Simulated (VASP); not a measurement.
# TcOs (Pm-3m) in VASP: notebook, part 2 of 2

VASP 6.6.1. Earlier steps stand in the parts before.

**4. Single point, LDA**

INCAR reads:

```
SYSTEM = TcOs
ALGO = Normal
EDIFF = 1E-6
ENCUT = 520
ISIF = 2
ISMEAR = 0
LASPH = .True.
LCHARG = .False.
LREAL = .False.
LWAVE = .False.
NBANDS = 18
NELM = 100
PREC = Accurate
SIGMA = 0.05
```

KPOINTS reads:

```
k-points
0
Gamma
  7 7 7
  0 0 0
```

POSCAR reads:

```
TcOs
1.0
    3.0393573938      0.0000000000      0.0000000000
    0.0000000000      3.0393573938      0.0000000000
    0.0000000000      0.0000000000      3.0393573938
Os Tc
1 1
Direct
    0.0000000000      0.0000000000      0.0000000000
    0.5000000000      0.5000000000      0.5000000000
```

Potentials or basis: VASP PAW LDA potentials, release 64 (Os, Tc_pv).

Command:

```
cat potpaw_LDA.64/Os/POTCAR potpaw_LDA.64/Tc_pv/POTCAR > POTCAR
mpirun -np 1 vasp_std > vasp.out
```

OUTCAR:

```text
SYSTEM = TcOs
   EDIFF = 1E-6
   ENCUT = 520
   ISIF = 2
   ISMEAR = 0
   LASPH = .True.
   LREAL = .False.
   NELM = 100
   PREC = Accurate

 ion  position               nearest neighbor table
   1  0.000  0.000  0.000-   2 2.63   2 2.63   2 2.63   2 2.63   2 2.63   2 2.63   2 2.63   2 2.63

   2  0.500  0.500  0.500-   1 2.63   1 2.63   1 2.63   1 2.63   1 2.63   1 2.63   1 2.63   1 2.63

  LATTYP: Found a simple cubic cell.
 ALAT       =     3.0393573938

  Lattice vectors:

 A1 = (   3.0393573938,   0.0000000000,   0.0000000000)
 A2 = (   0.0000000000,   3.0393573938,   0.0000000000)
 A3 = (   0.0000000000,   0.0000000000,   3.0393573938)

Analysis of symmetry for initial positions (statically):
=====================================================================
 Subroutine PRICEL returns:
 Original cell was already a primitive cell.

 Routine SETGRP: Setting up the symmetry group for a
 simple cubic supercell.

 Subroutine GETGRP returns: Found 48 space group operations
 (whereof 48 operations were pure point group operations)
 out of a pool of 48 trial point group operations.

The static configuration has the point symmetry O_h .

Analysis of symmetry for dynamics (positions and initial velocities):
=====================================================================
 Subroutine PRICEL returns:
 Original cell was already a primitive cell.

 Routine SETGRP: Setting up the symmetry group for a
 simple cubic supercell.

 Subroutine GETGRP returns: Found 48 space group operations
 (whereof 48 operations were pure point group operations)
 out of a pool of 48 trial point group operations.

The dynamic configuration has the point symmetry O_h .

 Subroutine INISYM returns: Found 48 space group operations
 (whereof 48 operations are pure point group operations),
 and found     1 'primitive' translations

----------------------------------------------------------------------------------------

                                     Primitive cell

  volume of cell :      28.0767

  direct lattice vectors                    reciprocal lattice vectors
     3.039357394  0.000000000  0.000000000     0.329016917  0.000000000  0.000000000
     0.000000000  3.039357394  0.000000000     0.000000000  0.329016917  0.000000000
     0.000000000  0.000000000  3.039357394     0.000000000  0.000000000  0.329016917

  length of vectors
     3.039357394  3.039357394  3.039357394     0.329016917  0.329016917  0.329016917

  position of ions in fractional coordinates (direct lattice)
     0.000000000  0.000000000  0.000000000
     0.500000000  0.500000000  0.500000000

  ion indices of the primitive-cell ions
   primitive index   ion index
                 1           1
                 2           2

----------------------------------------------------------------------------------------

 KPOINTS: k-points

Automatic generation of k-mesh.
 Grid dimensions read from file:
 generate k-points for:    7    7    7

 Generating k-lattice:

  Cartesian coordinates                     Fractional coordinates (reciprocal lattice)
     0.047002417  0.000000000  0.000000000     0.142857143  0.000000000  0.000000000
     0.000000000  0.047002417  0.000000000     0.000000000  0.142857143  0.000000000
     0.000000000  0.000000000  0.047002417     0.000000000  0.000000000  0.142857143

  Length of vectors
     0.047002417  0.047002417  0.047002417

  Shift w.r.t. Gamma in fractional coordinates (k-lattice)
     0.000000000  0.000000000  0.000000000

 Subroutine IBZKPT returns following result:
 ===========================================

 Found     20 irreducible k-points:

 Following reciprocal coordinates:
            Coordinates               Weight
  0.000000  0.000000  0.000000      1.000000
  0.142857  0.000000  0.000000      6.000000
  0.285714  0.000000  0.000000      6.000000
  0.428571  0.000000  0.000000      6.000000
  0.142857  0.142857  0.000000     12.000000
  0.285714  0.142857  0.000000     24.000000
[... 12 lines left out ...]
  0.428571  0.428571  0.285714     24.000000
  0.428571  0.428571  0.428571      8.000000
   k-points           NKPTS =     20   k-points in BZ     NKDIM =     20   number of bands    NBANDS=     18
   number of dos      NEDOS =    301   number of ions     NIONS =      2
   total plane-waves  NPLWV =  13824
   dimension x,y,z NGX =    24 NGY =   24 NGZ =   24
   dimension x,y,z NGXF=    48 NGYF=   48 NGZF=   48
   ions per type =               1   1
   NGX,Y,Z   is equivalent  to a cutoff of  13.13, 13.13, 13.13 a.u.
   NGXF,Y,Z  is equivalent  to a cutoff of  26.25, 26.25, 26.25 a.u.
 SYSTEM =  TcOs
   PREC   = accura    normal or accurate (medium, high low for compatibility)
   ISTART =      0    job   : 0-new  1-cont  2-samecut
   ICHARG =      2    charge: 1-file 2-atom 10-const
   ISPIN  =      1    spin polarized calculation?
   LNONCOLLINEAR =      F non collinear calculations
   LSORBIT =      F    spin-orbit coupling
   LASPH  =      T    aspherical Exc in radial PAW
   ENCUT  =  520.0 eV  38.22 Ry    6.18 a.u.   5.65  5.65  5.65*2*pi/ulx,y,z
   NELM   =    100;   NELMIN=  2; NELMDL= -5     # of ELM steps
   EDIFF  = 0.1E-05   stopping-criterion for ELM
   LREAL  =      F    real-space projection
   EDIFFG = 0.1E-04   stopping-criterion for IOM
   NSW    =      0    number of steps for IOM
   IBRION =     -1    ionic relax: 0-MD 1-quasi-New 2-CG
   NFREE  =      0    steps in history (QN), initial steepest desc. (CG)
   ISIF   =      2    stress and relaxation
   ISYM   =      2    0-nonsym 1-usesym 2-fastsym
   POTIM  = 0.5000    time-step for ionic-motion
   TEBEG  =    0.0;   TEEND  =   0.0 temperature during run
   PSTRESS=    0.0 pullay stress
   NELECT =      21.0000    total number of electrons
   NUPDOWN=      -1.0000    fix difference up-down
   EMIN   =  10.00;   EMAX   =-10.00  energy-range for DOS
   EFERMI =   0.00;   METHOD = LEGACY
   ISMEAR =     0;   SIGMA  =   0.05  broadening in eV -4-tet -1-fermi 0-gaus
   EFERMI_NEDOS =   21; number of points for ismear=-14 and -15
   IALGO  =     38    algorithm
   IMIX   =      4    mixing-type and parameters
     AMIX     =   0.40;   BMIX     =  1.00
     AMIX_MAG =   1.60;   BMIX_MAG =  1.00
  volume/ion in A,a.u.               =      14.04        94.74
  Fermi-wavevector in a.u.,A,eV,Ry     =   1.486048  2.808223 30.046270  2.208339
  Thomas-Fermi vector in A             =   2.599383
   LORBIT       =      0    0 simple, 1 ext, 2 COOP (PROOUT), +10 PAW based schemes
   GGA     = CA    functional components
   LHFCALC =     F    Hartree Fock is set to
   AEXX    =    0.0000 exact exchange contribution
   IVDW    =     0    specifies the selected vdW correction
   LEPSILON=     F    determine dielectric tensor
   LRPA    =     F    only Hartree local field effects (RPA)
 non-spin polarized calculation
 Gauss-broadening in eV      SIGMA  =   0.05
  energy-cutoff  :      520.00
  volume of cell :       28.08
 maximum number of plane-waves:       772
 NGX is ok and might be reduce to    24
   NGX = 11   NGY = 11   NGZ = 11

 number of electron      21.0000004 magnetization

 Free energy of the ion-electron system (eV)
  ---------------------------------------------------
  ext. energy  EPLUGINS =         0.00000000
  ---------------------------------------------------
  free energy    TOTEN  =       -23.22196410 eV

  energy without entropy =      -23.21718044  energy(sigma->0) =      -23.21957227

 E-fermi :  11.5356     XC(G=0): -14.1506

 val. band max:       11.5208369599   @ k =   0.4286   0.4286   0.0000
 cond. band min:      11.5411838832   @ k =   0.4286   0.4286   0.1429
 fundamental gap:      0.0203469233
 Fermi energy:        11.5355814408

 k-point     1 :       0.0000    0.0000    0.0000
  band No.  band energies     occupation
      1     -27.5727      2.00000
      2     -27.5727      2.00000
      3     -27.5727      2.00000
      4       1.8815      2.00000
      5       4.4519      2.00000
      6       4.4519      2.00000
[... 10 lines left out ...]
     17      20.2544      0.00000
     18      27.6172      0.00000
[... 379 lines left out ...]
 k-point    20 :       0.4286    0.4286    0.4286
  band No.  band energies     occupation
      1     -27.7846      2.00000
      2     -27.7846      2.00000
      3     -27.7810      2.00000
      4       6.4299      2.00000
      5       6.9346      2.00000
      6       6.9346      2.00000
[... 10 lines left out ...]
     17      21.9527      0.00000
     18      21.9660      0.00000

------------------------ aborting loop because EDIFF is reached ----------------------------------------

  FORCE on cell =-STRESS in cart. coord.  units (eV):
  Direction    XX          YY          ZZ          XY          YZ          ZX
  --------------------------------------------------------------------------------------
  -------------------------------------------------------------------------------------
  Total        0.1333737      0.1333737      0.1333737      0.0000000      0.0000000      0.0000000
  in kB        7.6108913      7.6108913      7.6108913      0.0000000      0.0000000      0.0000000
  external PRESSURE =       7.6108913 kB  Pullay stress =       0.0000000 kB

 VOLUME and BASIS-vectors are now :
 -----------------------------------------------------------------------------
  energy-cutoff  :      520.00
  volume of cell :       28.08
      direct lattice vectors                 reciprocal lattice vectors
     3.039357394  0.000000000  0.000000000     0.329016917  0.000000000  0.000000000
     0.000000000  3.039357394  0.000000000     0.000000000  0.329016917  0.000000000
     0.000000000  0.000000000  3.039357394     0.000000000  0.000000000  0.329016917

 POSITION                                       TOTAL-FORCE (eV/Angst)
 -----------------------------------------------------------------------------------
      0.00000      0.00000      0.00000         0.000000      0.000000      0.000000
      1.51968      1.51968      1.51968         0.000000      0.000000      0.000000
 -----------------------------------------------------------------------------------
    total drift:                                0.000000     -0.000000     -0.000000

  FREE ENERGIE OF THE ION-ELECTRON SYSTEM (eV)
  ---------------------------------------------------
  free  energy   TOTEN  =       -23.2219641044 eV

  energy  without entropy=      -23.2171804416  energy(sigma->0) =      -23.21957227
```

OSZICAR:

```text
N       E                     dE             d eps       ncg     rms          rms(c)
DAV:   1     0.184072500433E+03    0.18407E+03   -0.12076E+04   792   0.114E+03
DAV:   2    -0.193272500475E+02   -0.20340E+03   -0.19569E+03   752   0.352E+02
DAV:   3    -0.247212150323E+02   -0.53940E+01   -0.53261E+01   838   0.616E+01
DAV:   4    -0.247562783642E+02   -0.35063E-01   -0.34984E-01   818   0.524E+00
DAV:   5    -0.247565659849E+02   -0.28762E-03   -0.28759E-03   866   0.467E-01    0.272E+01
DAV:   6    -0.234828742389E+02    0.12737E+01   -0.17473E+00   792   0.116E+01    0.107E+01
DAV:   7    -0.232355751598E+02    0.24730E+00   -0.65876E-01   812   0.637E+00    0.132E+00
DAV:   8    -0.232241924908E+02    0.11383E-01   -0.15604E-02   768   0.110E+00    0.767E-01
DAV:   9    -0.232222445241E+02    0.19480E-02   -0.60805E-03   846   0.763E-01    0.203E-01
DAV:  10    -0.232219596896E+02    0.28483E-03   -0.69839E-04   820   0.240E-01    0.879E-02
DAV:  11    -0.232219643399E+02   -0.46503E-05   -0.61481E-05   788   0.494E-02    0.104E-02
DAV:  12    -0.232219641044E+02    0.23551E-06   -0.84989E-07   570   0.665E-03
   1 F= -.23221964E+02 E0= -.23219572E+02  d E =-.478366E-02
```

stdout:

```text
POSCAR found type information on POSCAR OsTc
 POSCAR found :  2 types and       2 ions
 scaLAPACK will be used
 LDA part: xc-table for (Slater(with rela. corr.)+CA(PZ))
 , standard interpolation
 POSCAR, INCAR and KPOINTS ok, starting setup
 FFT: planning ... GRIDC
 FFT: planning ... GRID_SOFT
 FFT: planning ... GRID
 WAVECAR not read
 entering main loop
```

Run time: 7.9 s. Hardware: 1 thread of Intel Xeon 8259CL, shared host; peak memory 0.13 GiB.

What came out:

| Item | Value |
| --- | --- |
| Free energy | -23.2220 eV |
| Pressure | 0.8 GPa |

Caveat: spin-orbit coupling is left out, which moves the levels of the heavy elements.

**5. Overview**

```tsv
task	cell	k mesh	cutoff (eV)	gap on the mesh (eV)	pressure (GPa)
single point	a = 3.038 Å, 2 atoms	8 × 8 × 8	520	none	0.9
relaxation of cell and atoms	relaxed from a = 3.038 Å, 2 atoms	7 × 7 × 7	600	none	0.0
single point	a = 3.039 Å, 2 atoms	7 × 7 × 7	520	none	0.8
```

Alike in all rows: level LDA; potentials or basis VASP PAW LDA potentials, release 64 (Os, Tc_pv); no spin polarisation; smearing gaussian 0.05 eV.

Caveats: spin-orbit coupling is left out, which moves the levels of the heavy elements.

Total energies depend on the potentials used, so only differences within one code and one set of settings carry meaning.
